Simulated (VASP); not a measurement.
A run of VASP 6.6.1 is set up as follows.

File INCAR:

```
ALGO     = Normal         # electronic algorithm
EDIFF    = 1E-8           # SCF threshold, eV
ENCUT    = 520            # plane-wave cutoff, eV
GGA      = PE             # functional
ISIF     = 2              # what is computed and relaxed
ISMEAR   = -1             # smearing method
LASPH    = T              # aspherical terms in the spheres
LCHARG   = F              # write CHGCAR
LEFG     = T            
LREAL    = F              # projectors in reciprocal space
LWAVE    = F              # write WAVECAR
NBANDS   = 14             # bands
NELM     = 80             # most SCF steps
PREC     = Accurate       # precision mode
SIGMA    = 0.05           # smearing width, eV
```

KPOINTS

```
k-points
0
Gamma
  14 14 8
```

POSCAR

```
Re
1.0
    2.5497657329      0.0000000000      0.0000000000
   -1.2748828664      2.2081618983      0.0000000000
    0.0000000000      0.0000000000      4.0770373845
Re
2
Direct
    0.3333333333      0.6666666667      0.2500000000
    0.6666666667      0.3333333333      0.7500000000
```

Potentials or basis: VASP PAW PBE potentials, release 64 (Re).

Run with:

```console
$ cat potpaw_PBE.64/Re/POTCAR > POTCAR
$ mpirun -np 1 vasp_std > vasp.out
```

(1) What does it give for the pressure?

(2) What does it give for the band gap on the k mesh?

Results:

(1) 174.3 GPa.

(2) zero (band 7 reaches 13.42 eV, above the bottom of band 8 at 8.65 eV).

Caveat: without QUAD_EFG the Cq values of the log hold for a quadrupole moment of 1 mb, not for the nuclei; spin-orbit coupling is left out, which moves the levels of the heavy elements.
